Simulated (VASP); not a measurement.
# Be (Im-3m) in VASP: a series of runs

Be is run at these levels: PBEsol, PBE; tasks: single point, band structure.

Program: VASP 6.6.1. These are calculated values, not measurements. Logs are shortened: lines on timing, memory, paths and dates and some standing lists are left out, and cuts for length are marked.

## (1) The cell of the first run

Symmetry: Im-3m, No. 229, cubic system. Conventional cell: a = 2.506 Å, b = 2.506 Å, c = 2.506 Å, α = 90.00°, β = 90.00°, γ = 90.00°. Within 2.9 Å of Be (site symmetry m-3m) lie 14 Be at 2.17 to 2.51 Å.

This isn't the form of Be at room conditions, which is hcp.

## (2) Single point, PBEsol

Contents of POSCAR:

```
Be
1.0
   -1.2531209513      1.2531209513      1.2531209513
    1.2531209513     -1.2531209513      1.2531209513
    1.2531209513      1.2531209513     -1.2531209513
Be
1
Direct
    0.0000000000      0.0000000000      0.0000000000
```

Contents of INCAR.step1:

```
SYSTEM = Be
ALGO = Normal
EDIFF = 1E-6
ENCUT = 500
GGA = PS
GGA_COMPAT = .FALSE.
ISMEAR = 1
LASPH = .TRUE.
LCHARG = .TRUE.
LREAL = .FALSE.
LWAVE = .FALSE.
NBANDS = 15
NELM = 120
PREC = Accurate
SIGMA = 0.1
```

Contents of KPOINTS.step1:

```
k-points
0
Gamma
  17 17 17
```

Contents of INCAR.step2:

```
SYSTEM = Be
ALGO = Normal
EDIFF = 1E-6
EMAX = 15.9692
EMIN = -9.0308
ENCUT = 500
GGA = PS
GGA_COMPAT = .FALSE.
ICHARG = 11
ISMEAR = -5
LASPH = .TRUE.
LCHARG = .FALSE.
LORBIT = 11
LREAL = .FALSE.
LWAVE = .FALSE.
NBANDS = 15
NEDOS = 4001
NELM = 120
PREC = Accurate
```

Contents of KPOINTS.step2:

```
Automatic mesh
0
Gamma
  36 36 36
  0 0 0
```

Potentials or basis: VASP PAW PBE potentials, release 64 (Be).

Run with:

```bash
> cat potpaw_PBE.64/Be/POTCAR > POTCAR
> cp INCAR.step1 INCAR
> cp KPOINTS.step1 KPOINTS
> mpirun -np 1 vasp_std > vasp.out
> cp INCAR.step2 INCAR
> cp KPOINTS.step2 KPOINTS
> mpirun -np 1 vasp_std > vasp.out
```

OUTCAR:

```text
SYSTEM = Be
   EDIFF = 1E-6
   EMIN = -9.0308
   ENCUT = 500
   GGA = PS
   ICHARG = 11
   ISMEAR = -5
   LASPH = .TRUE.
   LORBIT = 11
   LREAL = .FALSE.
   NELM = 120
   PREC = Accurate

 ion  position               nearest neighbor table
   1  0.000  0.000  0.000-

  LATTYP: Found a body centered cubic cell.
 ALAT       =     2.5062419026

  Lattice vectors:

 A1 = (  -1.2531209513,   1.2531209513,   1.2531209513)
 A2 = (   1.2531209513,  -1.2531209513,   1.2531209513)
 A3 = (   1.2531209513,   1.2531209513,  -1.2531209513)

Analysis of symmetry for initial positions (statically):
=====================================================================
 Subroutine PRICEL returns:
 Original cell was already a primitive cell.

 Routine SETGRP: Setting up the symmetry group for a
 body centered cubic supercell.

 Subroutine GETGRP returns: Found 48 space group operations
 (whereof 48 operations were pure point group operations)
 out of a pool of 48 trial point group operations.

The static configuration has the point symmetry O_h .

Analysis of symmetry for dynamics (positions and initial velocities):
=====================================================================
 Subroutine PRICEL returns:
 Original cell was already a primitive cell.

 Routine SETGRP: Setting up the symmetry group for a
 body centered cubic supercell.

 Subroutine GETGRP returns: Found 48 space group operations
 (whereof 48 operations were pure point group operations)
 out of a pool of 48 trial point group operations.

The dynamic configuration has the point symmetry O_h .

 Subroutine INISYM returns: Found 48 space group operations
 (whereof 48 operations are pure point group operations),
 and found     1 'primitive' translations

----------------------------------------------------------------------------------------

                                     Primitive cell

  volume of cell :       7.8712

  direct lattice vectors                    reciprocal lattice vectors
    -1.253120951  1.253120951  1.253120951     0.000000000  0.399003783  0.399003783
     1.253120951 -1.253120951  1.253120951     0.399003783  0.000000000  0.399003783
     1.253120951  1.253120951 -1.253120951     0.399003783  0.399003783  0.000000000

  length of vectors
     2.170469156  2.170469156  2.170469156     0.564276561  0.564276561  0.564276561

  position of ions in fractional coordinates (direct lattice)
     0.000000000  0.000000000  0.000000000

  ion indices of the primitive-cell ions
   primitive index   ion index
                 1           1

----------------------------------------------------------------------------------------

 KPOINTS: Automatic mesh

Automatic generation of k-mesh.
 Grid dimensions read from file:
 generate k-points for:   36   36   36

 Generating k-lattice:

  Cartesian coordinates                     Fractional coordinates (reciprocal lattice)
     0.000000000  0.011083438  0.011083438     0.027777778  0.000000000  0.000000000
     0.011083438  0.000000000  0.011083438     0.000000000  0.027777778  0.000000000
     0.011083438  0.011083438  0.000000000     0.000000000  0.000000000  0.027777778

  Length of vectors
     0.015674349  0.015674349  0.015674349

  Shift w.r.t. Gamma in fractional coordinates (k-lattice)
     0.000000000  0.000000000  0.000000000

 TETIRR: Found  56660 inequivalent tetrahedra from   279936

 Subroutine IBZKPT returns following result:
 ===========================================

 Found   1240 irreducible k-points:

 Following reciprocal coordinates:
            Coordinates               Weight
  0.000000  0.000000  0.000000      1.000000
  0.027778  0.000000  0.000000     12.000000
  0.055556  0.000000  0.000000     12.000000
  0.083333  0.000000  0.000000     12.000000
  0.111111  0.000000  0.000000     12.000000
  0.138889  0.000000  0.000000     12.000000
[... 16 lines left out ...]
  0.111111  0.027778 -0.000000     48.000000
  0.138889  0.027778 -0.000000     48.000000
 [... further k-points ...]
   k-points           NKPTS =   1240   k-points in BZ     NKDIM =   1240   number of bands    NBANDS=     15
   number of dos      NEDOS =   4001   number of ions     NIONS =      1
   total plane-waves  NPLWV =   4096
   dimension x,y,z NGX =    16 NGY =   16 NGZ =   16
   dimension x,y,z NGXF=    32 NGYF=   32 NGZF=   32
   ions per type =               1
   NGX,Y,Z   is equivalent  to a cutoff of  12.26, 12.26, 12.26 a.u.
   NGXF,Y,Z  is equivalent  to a cutoff of  24.51, 24.51, 24.51 a.u.
 SYSTEM =  Be
   PREC   = accura    normal or accurate (medium, high low for compatibility)
   ISTART =      0    job   : 0-new  1-cont  2-samecut
   ICHARG =     11    charge: 1-file 2-atom 10-const
   ISPIN  =      1    spin polarized calculation?
   LNONCOLLINEAR =      F non collinear calculations
   LSORBIT =      F    spin-orbit coupling
   LASPH  =      T    aspherical Exc in radial PAW
   ENCUT  =  500.0 eV  36.75 Ry    6.06 a.u.   3.96  3.96  3.96*2*pi/ulx,y,z
   NELM   =    120;   NELMIN=  2; NELMDL=  0     # of ELM steps
   EDIFF  = 0.1E-05   stopping-criterion for ELM
   LREAL  =      F    real-space projection
[... 7 lines left out ...]
   TEBEG  =    0.0;   TEEND  =   0.0 temperature during run

   SCALEE = 1.0000    scale energy and forces
   PSTRESS=    0.0 pullay stress
   NELECT =       2.0000    total number of electrons
   NUPDOWN=      -1.0000    fix difference up-down
   EMIN   =  -9.03;   EMAX   = 15.97  energy-range for DOS
   EFERMI =   0.00;   METHOD = LEGACY
   ISMEAR =    -5;   SIGMA  =   0.20  broadening in eV -4-tet -1-fermi 0-gaus
   EFERMI_NEDOS =   21; number of points for ismear=-14 and -15
   IALGO  =     38    algorithm
   IMIX   =      4    mixing-type and parameters
     AMIX     =   0.40;   BMIX     =  1.00
     AMIX_MAG =   1.60;   BMIX_MAG =  1.00
  volume/ion in A,a.u.               =       7.87        53.12
  Fermi-wavevector in a.u.,A,eV,Ry     =   1.036904  1.959464 14.628572  1.075170
  Thomas-Fermi vector in A             =   2.171317
   LORBIT       =     11    0 simple, 1 ext, 2 COOP (PROOUT), +10 PAW based schemes
   GGA     = PS    functional components
   LHFCALC =     F    Hartree Fock is set to
   AEXX    =    0.0000 exact exchange contribution
   IVDW    =     0    specifies the selected vdW correction
   LEPSILON=     F    determine dielectric tensor
   LRPA    =     F    only Hartree local field effects (RPA)

   CSHIFT  =0.1000    complex shift for real part using Kramers Kronig

   OMEGAMAX=  -1.0    maximum frequency
 non-spin polarized calculation
 Fermi weights with tetrahedron method with Bloechl corrections
  energy-cutoff  :      500.00
  volume of cell :        7.87
 maximum number of plane-waves:       216

 number of electron       2.0000000 magnetization

 Free energy of the ion-electron system (eV)
  ---------------------------------------------------
  ext. energy  EPLUGINS =         0.00000000
  ---------------------------------------------------
  free energy    TOTEN  =        -3.89996345 eV

  energy without entropy =       -3.89996345  energy(sigma->0) =       -3.89996345

 E-fermi :   7.9506     XC(G=0): -10.6281

 val. band max:        7.9579219428   @ k =  -0.4444  -0.4444   0.2778
 cond. band min:       7.8810183811   @ k =   0.3056   0.2500   0.1389
 fundamental gap:     -0.0769035617
 Fermi energy:         7.9506360381

 k-point     1 :       0.0000    0.0000    0.0000
  band No.  band energies     occupation
      1      -4.3161      2.00000
      2      27.2595      0.00000
      3      27.2595      0.00000
      4      27.2595      0.00000
      5      38.6175      0.00000
      6      38.6175      0.00000
      7      38.6175      0.00000
      8      41.1543      0.00000
      9      41.1543      0.00000
     10      42.0910      0.00000
     11      42.0910      0.00000
     12      42.0910      0.00000
     13      59.5559      0.00000

 k-point     2 :       0.0278    0.0000    0.0000
  band No.  band energies     occupation
      1      -4.2891      2.00000
      2      27.1271      0.00000
      3      27.1446      0.00000
      4      27.2274      0.00000
      5      38.2034      0.00000
      6      38.2495      0.00000
      7      38.8037      0.00000
      8      40.2875      0.00000
      9      40.6595      0.00000
     10      42.5789      0.00000
     11      42.7250      0.00000
     12      43.6100      0.00000
     13      59.4783      0.00000

 k-point     3 :       0.0556    0.0000    0.0000
  band No.  band energies     occupation
      1      -4.2081      2.00000
      2      26.7237      0.00000
      3      26.8216      0.00000
      4      27.1320      0.00000
      5      37.1644      0.00000
      6      37.3244      0.00000
      7      39.3403      0.00000
      8      40.0096      0.00000
      9      40.0519      0.00000
     10      43.6793      0.00000
     11      43.7919      0.00000
     12      45.7886      0.00000
     13      59.2474      0.00000
[... 305 lines left out ...]
 k-point    23 :       0.1111    0.0278   -0.0000
  band No.  band energies     occupation
      1      -3.7487      2.00000
      2      24.4962      0.00000
      3      25.3640      0.00000
      4      26.5258      0.00000
      5      34.5565      0.00000
      6      34.8693      0.00000
      7      38.9098      0.00000
      8      41.1623      0.00000
      9      42.0659      0.00000
     10      46.1060      0.00000
     11      48.5221      0.00000
     12      52.0781      0.00000
     13      58.0033      0.00000

 k-point    24 :       0.1389    0.0278   -0.0000
  band No.  band energies     occupation
      1      -3.4784      2.00000
      2      23.2256      0.00000
      3      24.7165      0.00000
      4      26.2240      0.00000
      5      33.9724      0.00000
      6      34.0276      0.00000
      7      38.7972      0.00000
      8      41.8038      0.00000
      9      43.3658      0.00000
     10      47.6424      0.00000
     11      50.1301      0.00000
     12      54.7026      0.00000
     13      57.3641      0.00000

 [... further k-points ...]

 [bands above 13 left out]

------------------------ aborting loop because EDIFF is reached ----------------------------------------

  FORCE on cell =-STRESS in cart. coord.  units (eV):
  Direction    XX          YY          ZZ          XY          YZ          ZX
  --------------------------------------------------------------------------------------
  -------------------------------------------------------------------------------------
  Total       -0.0798895     -0.0798895     -0.0798895      0.0000000      0.0000000      0.0000000
  in kB      -16.2615299    -16.2615299    -16.2615299      0.0000000      0.0000000      0.0000000
  external PRESSURE =     -16.2615299 kB  Pullay stress =       0.0000000 kB

 VOLUME and BASIS-vectors are now :
 -----------------------------------------------------------------------------
  energy-cutoff  :      500.00
  volume of cell :        7.87
      direct lattice vectors                 reciprocal lattice vectors
    -1.253120951  1.253120951  1.253120951     0.000000000  0.399003783  0.399003783
     1.253120951 -1.253120951  1.253120951     0.399003783  0.000000000  0.399003783
     1.253120951  1.253120951 -1.253120951     0.399003783  0.399003783  0.000000000

 POSITION                                       TOTAL-FORCE (eV/Angst)
 -----------------------------------------------------------------------------------
      0.00000      0.00000      0.00000         0.000000      0.000000      0.000000
 -----------------------------------------------------------------------------------
    total drift:                               -0.000000      0.000000     -0.000000

  FREE ENERGIE OF THE ION-ELECTRON SYSTEM (eV)
  ---------------------------------------------------
  free  energy   TOTEN  =        -3.8999634505 eV

  energy  without entropy=       -3.8999634505  energy(sigma->0) =       -3.89996345

 total charge

# of ion       s       p       d       tot
------------------------------------------
    1        0.390   0.783   0.000   1.173
```

Run time: 2.6 min. Hardware: 1 thread of Intel Xeon Platinum 8175M at 2.50GHz (Skylake/Cascade Lake), shared host; peak memory 0.35 GiB.

Results:

| Item | Value |
| --- | --- |
| Valence electrons inside the program's atomic spheres | Be 1.17 |
| Density of states at the Fermi level | 0.12 states/eV/atom |

Levels at points of the mesh, in eV from the Fermi level:
```tsv
k point	band 1	band 2	band 3	band 4	band 5	band 6
(0.00, 0.00, 0.00)	-12.27	19.31	19.31	19.31	30.67	30.67
(0.50, 0.00, 0.00)	-5.27	0.35	12.19	15.40	20.34	26.19
```

Caveat: the PAW data sets were made with another functional, which shifts forces and pressure a little; tetrahedron occupations give inexact forces and stress in metals.

## (3) Band structure, PBE

Contents of INCAR:

```
ALGO     = Normal         # electronic algorithm
EDIFF    = 1E-7           # SCF threshold, eV
ENCUT    = 500            # plane-wave cutoff, eV
GGA      = PE             # functional
GGA_COMPAT= False        
ISMEAR   = 1              # smearing method
LASPH    = True           # aspherical terms in the spheres
LCHARG   = False          # write CHGCAR
LREAL    = False          # projectors in reciprocal space
LWAVE    = False          # write WAVECAR
NBANDS   = 12             # bands
NELM     = 120            # most SCF steps
PREC     = Accurate       # precision mode
SIGMA    = 0.05           # smearing width, eV
```

Contents of KPOINTS:

```
Automatic mesh
0
Gamma
  29 29 29
  0 0 0
```

Contents of KPOINTS_OPT:

```
path GHNGPH,PN
12
line-mode
reciprocal
 0.0000000000  0.0000000000  0.0000000000  G
 0.5000000000 -0.5000000000  0.5000000000  H

 0.5000000000 -0.5000000000  0.5000000000  H
 0.0000000000  0.0000000000  0.5000000000  N

 0.0000000000  0.0000000000  0.5000000000  N
 0.0000000000  0.0000000000  0.0000000000  G

 0.0000000000  0.0000000000  0.0000000000  G
 0.2500000000  0.2500000000  0.2500000000  P

 0.2500000000  0.2500000000  0.2500000000  P
 0.5000000000 -0.5000000000  0.5000000000  H

 0.2500000000  0.2500000000  0.2500000000  P
 0.0000000000  0.0000000000  0.5000000000  N
```

POSCAR is that of step 2.

Potentials or basis: VASP PAW PBE potentials, release 64 (Be).

Run with:

```bash
> cat potpaw_PBE.64/Be/POTCAR > POTCAR
> mpirun -np 1 vasp_std > vasp.out
```

It took 23 s on 1 thread of AMD EPYC 9R45 (Zen 5), shared host; peak memory 0.15 GiB.

Results (log left out):

```yaml
Free_energy: -3.6656 eV
Pressure: -0.7 GPa
Band_gap_along_the_path: zero within the smearing
```

Levels at the corners of the path, in eV from the Fermi level:
| point | band 1 | band 2 | band 3 | band 4 | band 5 | band 6 |
| --- | --- | --- | --- | --- | --- | --- |
| Γ | -12.33 | 19.25 | 19.25 | 19.25 | 30.61 | 30.61 |
| H | 3.87 | 3.87 | 3.87 | 9.71 | 9.71 | 18.23 |
| H | 3.87 | 3.87 | 3.87 | 9.71 | 9.71 | 18.23 |
| N | -5.31 | 0.28 | 12.15 | 15.35 | 20.28 | 26.11 |
| N | -5.31 | 0.28 | 12.15 | 15.35 | 20.28 | 26.11 |
| Γ | -12.33 | 19.25 | 19.25 | 19.25 | 30.61 | 30.61 |
| Γ | -12.33 | 19.25 | 19.25 | 19.25 | 30.61 | 30.61 |
| P | 0.51 | 0.51 | 0.51 | 9.00 | 36.51 | 36.51 |
| P | 0.51 | 0.51 | 0.51 | 9.00 | 36.51 | 36.51 |
| H | 3.87 | 3.87 | 3.87 | 9.71 | 9.71 | 18.23 |
| P | 0.51 | 0.51 | 0.51 | 9.00 | 36.51 | 36.51 |
| N | -5.31 | 0.28 | 12.15 | 15.35 | 20.28 | 26.11 |
